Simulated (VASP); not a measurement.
# V in VASP: further runs

Runs on V. Level: PBEsol. Tasks: single point.

Program: VASP 6.6.1. These are calculated values, not measurements. Logs are shortened: lines on timing, memory, paths and dates and some standing lists are left out, and cuts for length are marked.

**1. The cell of the first run**

Symmetry: Fd-3m, No. 227, cubic system. The conventional cell has a = 5.127 Å, b = 5.127 Å, c = 5.127 Å, α = 90.00°, β = 90.00°, γ = 90.00°. V (site symmetry -43m) has 4 V at 2.22 Å within 2.9 Å.

**2. Single point, PBEsol**

Input file INCAR:

```
SYSTEM = V
  PREC = Accurate
  ENCUT = 520
  EDIFF = 1E-7
  ISMEAR = -1
  SIGMA = 0.05
  LREAL = .FALSE.
  LASPH = .TRUE.
  NELM = 60
  ALGO = Normal
  ISIF = 2
  LWAVE = .FALSE.
  LCHARG = .FALSE.
  GGA = PS
  NBANDS = 20
```

Input file KPOINTS:

```
Automatic mesh
0
G
  10 10 10
  0 0 0
```

Input file POSCAR:

```
V
1.0
    0.0000000000      2.5635698487      2.5635698487
    2.5635698487      0.0000000000      2.5635698487
    2.5635698487      2.5635698487      0.0000000000
V
2
Direct
   -0.1250000000     -0.1250000000     -0.1250000000
    0.1250000000      0.1250000000      0.1250000000
```

Potentials or basis: VASP PAW PBE potentials, release 64 (V_sv).

Run with:

```bash
cat potpaw_PBE.64/V_sv/POTCAR > POTCAR
mpirun -np 1 vasp_std > vasp.out
```

OUTCAR:

```text
SYSTEM = V
   PREC = Accurate
   ENCUT = 520
   EDIFF = 1E-7
   ISMEAR = -1
   LREAL = .FALSE.
   LASPH = .TRUE.
   NELM = 60
   ISIF = 2
   GGA = PS

 ion  position               nearest neighbor table
   1  0.875  0.875  0.875-   2 2.22   2 2.22   2 2.22   2 2.22
   2  0.125  0.125  0.125-   1 2.22   1 2.22   1 2.22   1 2.22

  LATTYP: Found a face centered cubic cell.
 ALAT       =     5.1271396974

  Lattice vectors:

 A1 = (   0.0000000000,   2.5635698487,   2.5635698487)
 A2 = (   2.5635698487,   0.0000000000,   2.5635698487)
 A3 = (   2.5635698487,   2.5635698487,   0.0000000000)

Analysis of symmetry for initial positions (statically):
=====================================================================
 Subroutine PRICEL returns:
 Original cell was already a primitive cell.

 Routine SETGRP: Setting up the symmetry group for a
 face centered cubic supercell.

 Subroutine GETGRP returns: Found 48 space group operations
 (whereof 12 operations were pure point group operations)
 out of a pool of 48 trial point group operations.

The static configuration has the point symmetry D_3d.
 The point group associated with its full space group is O_h .

Analysis of symmetry for dynamics (positions and initial velocities):
=====================================================================
 Subroutine PRICEL returns:
 Original cell was already a primitive cell.

 Routine SETGRP: Setting up the symmetry group for a
 face centered cubic supercell.

 Subroutine GETGRP returns: Found 48 space group operations
 (whereof 12 operations were pure point group operations)
 out of a pool of 48 trial point group operations.

The dynamic configuration has the point symmetry D_3d.
 The point group associated with its full space group is O_h .

 Subroutine INISYM returns: Found 48 space group operations
 (whereof 12 operations are pure point group operations),
 and found     1 'primitive' translations

----------------------------------------------------------------------------------------

                                     Primitive cell

  volume of cell :      33.6950

  direct lattice vectors                    reciprocal lattice vectors
     0.000000000  2.563569849  2.563569849    -0.195040521  0.195040521  0.195040521
     2.563569849  0.000000000  2.563569849     0.195040521 -0.195040521  0.195040521
     2.563569849  2.563569849  0.000000000     0.195040521  0.195040521 -0.195040521

  length of vectors
     3.625435248  3.625435248  3.625435248     0.337820093  0.337820093  0.337820093

  position of ions in fractional coordinates (direct lattice)
     0.875000000  0.875000000  0.875000000
     0.125000000  0.125000000  0.125000000

  ion indices of the primitive-cell ions
   primitive index   ion index
                 1           1
                 2           2

----------------------------------------------------------------------------------------

 KPOINTS: Automatic mesh

Automatic generation of k-mesh.
 Grid dimensions read from file:
 generate k-points for:   10   10   10

 Generating k-lattice:

  Cartesian coordinates                     Fractional coordinates (reciprocal lattice)
    -0.019504052  0.019504052  0.019504052     0.100000000  0.000000000  0.000000000
     0.019504052 -0.019504052  0.019504052     0.000000000  0.100000000  0.000000000
     0.019504052  0.019504052 -0.019504052     0.000000000  0.000000000  0.100000000

  Length of vectors
     0.033782009  0.033782009  0.033782009

  Shift w.r.t. Gamma in fractional coordinates (k-lattice)
     0.000000000  0.000000000  0.000000000

 Subroutine IBZKPT returns following result:
 ===========================================

 Found     47 irreducible k-points:

 Following reciprocal coordinates:
            Coordinates               Weight
  0.000000  0.000000  0.000000      1.000000
  0.100000  0.000000  0.000000      8.000000
  0.200000  0.000000  0.000000      8.000000
  0.300000  0.000000  0.000000      8.000000
  0.400000  0.000000  0.000000      8.000000
  0.500000  0.000000  0.000000      4.000000
[... 16 lines left out ...]
  0.300000  0.300000  0.000000      6.000000
  0.400000  0.300000  0.000000     24.000000
 [... further k-points ...]
   k-points           NKPTS =     47   k-points in BZ     NKDIM =     47   number of bands    NBANDS=     20
   number of dos      NEDOS =    301   number of ions     NIONS =      2
   total plane-waves  NPLWV =  21952
   dimension x,y,z NGX =    28 NGY =   28 NGZ =   28
   dimension x,y,z NGXF=    56 NGYF=   56 NGZF=   56
   ions per type =               2
   NGX,Y,Z   is equivalent  to a cutoff of  12.84, 12.84, 12.84 a.u.
   NGXF,Y,Z  is equivalent  to a cutoff of  25.68, 25.68, 25.68 a.u.
 SYSTEM =  V
   PREC   = accura    normal or accurate (medium, high low for compatibility)
   ISTART =      0    job   : 0-new  1-cont  2-samecut
   ICHARG =      2    charge: 1-file 2-atom 10-const
   ISPIN  =      1    spin polarized calculation?
   LNONCOLLINEAR =      F non collinear calculations
   LSORBIT =      F    spin-orbit coupling
   LASPH  =      T    aspherical Exc in radial PAW
   ENCUT  =  520.0 eV  38.22 Ry    6.18 a.u.   6.74  6.74  6.74*2*pi/ulx,y,z
   NELM   =     60;   NELMIN=  2; NELMDL= -5     # of ELM steps
   EDIFF  = 0.1E-06   stopping-criterion for ELM
   LREAL  =      F    real-space projection
   EDIFFG = 0.1E-05   stopping-criterion for IOM
   NSW    =      0    number of steps for IOM
   IBRION =     -1    ionic relax: 0-MD 1-quasi-New 2-CG
   NFREE  =      0    steps in history (QN), initial steepest desc. (CG)
   ISIF   =      2    stress and relaxation
   ISYM   =      2    0-nonsym 1-usesym 2-fastsym
   POTIM  = 0.5000    time-step for ionic-motion
   TEBEG  =    0.0;   TEEND  =   0.0 temperature during run
   PSTRESS=    0.0 pullay stress
   NELECT =      26.0000    total number of electrons
   NUPDOWN=      -1.0000    fix difference up-down
   EMIN   =  10.00;   EMAX   =-10.00  energy-range for DOS
   EFERMI =   0.00;   METHOD = LEGACY
   ISMEAR =    -1;   SIGMA  =   0.05  broadening in eV -4-tet -1-fermi 0-gaus
   EFERMI_NEDOS =   21; number of points for ismear=-14 and -15
   IALGO  =     38    algorithm
   IMIX   =      4    mixing-type and parameters
     AMIX     =   0.40;   BMIX     =  1.00
     AMIX_MAG =   1.60;   BMIX_MAG =  1.00
  volume/ion in A,a.u.               =      16.85       113.69
  Fermi-wavevector in a.u.,A,eV,Ry     =   1.501565  2.837546 30.677020  2.254697
  Thomas-Fermi vector in A             =   2.612919
   LORBIT       =      0    0 simple, 1 ext, 2 COOP (PROOUT), +10 PAW based schemes
   GGA     = PS    functional components
   LHFCALC =     F    Hartree Fock is set to
   AEXX    =    0.0000 exact exchange contribution
   IVDW    =     0    specifies the selected vdW correction
   LEPSILON=     F    determine dielectric tensor
   LRPA    =     F    only Hartree local field effects (RPA)
 non-spin polarized calculation
  energy-cutoff  :      520.00
  volume of cell :       33.69
 maximum number of plane-waves:       934
   NGX = 13   NGY = 13   NGZ = 13

 number of electron      25.9999983 magnetization

 Free energy of the ion-electron system (eV)
  ---------------------------------------------------
  ext. energy  EPLUGINS =         0.00000000
  ---------------------------------------------------
  free energy    TOTEN  =       -14.31637833 eV

  energy without entropy =      -14.27692490  energy(sigma->0) =      -14.29665161

 E-fermi :   7.0938     XC(G=0): -11.5134

 val. band max:        7.0881243057   @ k =   0.5000   0.4000   0.0000
 cond. band min:       7.0970174040   @ k =  -0.3000   0.3000   0.0000
 fundamental gap:      0.0088930982
 Fermi energy:         7.0937970973

 k-point     1 :       0.0000    0.0000    0.0000
  band No.  band energies     occupation
      1     -56.4254      2.00000
      2     -55.5608      2.00000
      3     -30.6110      2.00000
      4     -30.6110      2.00000
      5     -30.6110      2.00000
      6     -29.5251      2.00000
[... 12 lines left out ...]
     19      11.2443      0.00000
     20      20.7192      0.00000

 k-point     2 :       0.1000    0.0000    0.0000
  band No.  band energies     occupation
      1     -56.4100      2.00000
      2     -55.5771      2.00000
      3     -30.6260      2.00000
      4     -30.6260      2.00000
      5     -30.6129      2.00000
      6     -29.5252      2.00000
[... 12 lines left out ...]
     19      11.2347      0.00000
     20      18.8270      0.00000

 k-point     3 :       0.2000    0.0000    0.0000
  band No.  band energies     occupation
      1     -56.3667      2.00000
      2     -55.6227      2.00000
      3     -30.6632      2.00000
      4     -30.6632      2.00000
      5     -30.6186      2.00000
      6     -29.5242      2.00000
[... 12 lines left out ...]
     19      11.1917      0.00000
     20      16.6591      0.00000

 k-point     4 :       0.3000    0.0000    0.0000
  band No.  band energies     occupation
      1     -56.3044      2.00000
      2     -55.6879      2.00000
      3     -30.7061      2.00000
      4     -30.7061      2.00000
      5     -30.6275      2.00000
      6     -29.5207      2.00000
[... 12 lines left out ...]
     19      11.0829      0.00000
     20      14.5086      0.00000

 k-point     5 :       0.4000    0.0000    0.0000
  band No.  band energies     occupation
      1     -56.2421      2.00000
      2     -55.7525      2.00000
      3     -30.7386      2.00000
      4     -30.7386      2.00000
      5     -30.6363      2.00000
      6     -29.5161      2.00000
[... 12 lines left out ...]
     19      10.8984      0.00000
     20      12.7244      0.00000
[... 353 lines left out ...]
      6     -29.6736      2.00000
[... 12 lines left out ...]
     19      11.3915      0.00000
     20      13.3310      0.00000

 k-point    22 :      -0.2000    0.2000    0.0000
  band No.  band energies     occupation
      1     -56.2793      2.00000
      2     -55.7139      2.00000
      3     -30.8123      2.00000
      4     -30.7075      2.00000
      5     -30.5214      2.00000
      6     -29.6185      2.00000
[... 12 lines left out ...]
     19      11.4455      0.00000
     20      15.2611      0.00000

 k-point    23 :       0.3000    0.3000    0.0000
  band No.  band energies     occupation
      1     -56.2510      2.00000
      2     -55.7432      2.00000
      3     -30.8082      2.00000
      4     -30.8082      2.00000
      5     -30.3924      2.00000
      6     -29.7624      2.00000
[... 12 lines left out ...]
     19      11.4325      0.00000
     20      15.5064      0.00000

 k-point    24 :       0.4000    0.3000    0.0000
  band No.  band energies     occupation
      1     -56.1895      2.00000
      2     -55.8066      2.00000
      3     -30.8513      2.00000
      4     -30.8387      2.00000
      5     -30.3282      2.00000
      6     -29.8266      2.00000
[... 12 lines left out ...]
     19      11.4119      0.00000
     20      14.0163      0.00000

 [... further k-points ...]
[... 5 lines left out ...]
  --------------------------------------------------------------------------------------
  -------------------------------------------------------------------------------------
  Total        0.7699813      0.7699813      0.7699813      0.0000000     -0.0000000     -0.0000000
  in kB       36.6121534     36.6121534     36.6121534      0.0000000     -0.0000000     -0.0000000
  external PRESSURE =      36.6121534 kB  Pullay stress =       0.0000000 kB

 VOLUME and BASIS-vectors are now :
 -----------------------------------------------------------------------------
  energy-cutoff  :      520.00
  volume of cell :       33.69
      direct lattice vectors                 reciprocal lattice vectors
     0.000000000  2.563569849  2.563569849    -0.195040521  0.195040521  0.195040521
     2.563569849  0.000000000  2.563569849     0.195040521 -0.195040521  0.195040521
     2.563569849  2.563569849  0.000000000     0.195040521  0.195040521 -0.195040521

 POSITION                                       TOTAL-FORCE (eV/Angst)
 -----------------------------------------------------------------------------------
      4.48625      4.48625      4.48625         0.000000      0.000000      0.000000
      0.64089      0.64089      0.64089        -0.000000     -0.000000     -0.000000
 -----------------------------------------------------------------------------------
    total drift:                                0.000000     -0.000000     -0.000000

  FREE ENERGIE OF THE ION-ELECTRON SYSTEM (eV)
  ---------------------------------------------------
  free  energy   TOTEN  =       -14.3163783321 eV

  energy  without entropy=      -14.2769248969  energy(sigma->0) =      -14.29665161
```

It took 51 s on 1 thread of Intel Xeon 8259CL, shared host; peak memory 0.17 GiB.

Results:

```yaml
Free_energy: -14.3164 eV
Pressure: 3.7 GPa
Band_gap_on_the_k_mesh: zero (band 13 reaches 7.56 eV, above the bottom of band 14 at 6.40 eV)
```

Caveat: the PAW data sets were made with another functional, which shifts forces and pressure a little.

**3. Single point, PBEsol (shortest bond scaled by 0.94)**

Input file INCAR:

```
PREC = Accurate ; ENCUT = 520
EDIFF = 1E-6 ; ISMEAR = -1
SIGMA = 0.05 ; LREAL = F
LASPH = T ; NELM = 80
ALGO = Normal ; ISIF = 2
LWAVE = F ; LCHARG = F
GGA = PS ; NBANDS = 20
```

Input file KPOINTS:

```
regular mesh
0
Gamma
  10 10 10
```

Input file POSCAR:

```
V
1.0
    0.0000000000      2.5635698487      2.5635698487
    2.5635698487      0.0000000000      2.5635698487
    2.5635698487      2.5635698487      0.0000000000
V
2
Direct
   -0.1475000000     -0.1175000000     -0.1175000000
    0.1475000000      0.1175000000      0.1175000000
```

Potentials or basis: VASP PAW PBE potentials, release 64 (V_sv).

Run with:

```bash
cat potpaw_PBE.64/V_sv/POTCAR > POTCAR
mpirun -np 1 vasp_std > vasp.out
```

It took 1.7 min on 1 thread of Intel Xeon 8259CL, shared host; peak memory 0.2 GiB.

Results (log left out):

```yaml
Free_energy: -14.3886 eV
Pressure: 3.6 GPa
Largest_force: 0.967 eV/Å
Band_gap_on_the_k_mesh: zero (band 13 reaches 7.51 eV, above the bottom of band 14 at 6.01 eV)
```

Forces in eV/Å, atoms in the order of the input:
```
V    0.558 -0.558 -0.558
V   -0.558  0.558  0.558
```

Stress tensor (GPa, compression positive):
```
 3.59 -3.67 -3.67
-3.67  3.59  3.67
-3.67  3.67  3.59
```

Levels at points of the mesh, in eV from the Fermi level:
```
           k point  band 9  band 10  band 11  band 12  band 13  band 14  band 15  band 16  band 17  band 18
(0.00, 0.00, 0.00)   -5.55    -1.34    -1.34    -0.75    -0.75    -0.33     1.46     1.73     1.73     4.11
(0.50, 0.00, 0.00)   -2.51    -1.78    -1.24    -1.24    -1.07    -1.07     0.70     2.46     2.46     4.20
(0.00, 0.50, 0.00)   -1.98    -1.90    -1.39    -1.17    -0.57    -0.54     0.42     2.37     2.82     3.50
(0.50, 0.50, 0.00)   -2.76    -2.58    -0.75    -0.52     0.43     0.46     1.06     1.55     3.93     4.02
```

Caveat: the cell differs from its parent crystal (shortest bond scaled by 0.94); the PAW data sets were made with another functional, which shifts forces and pressure a little.
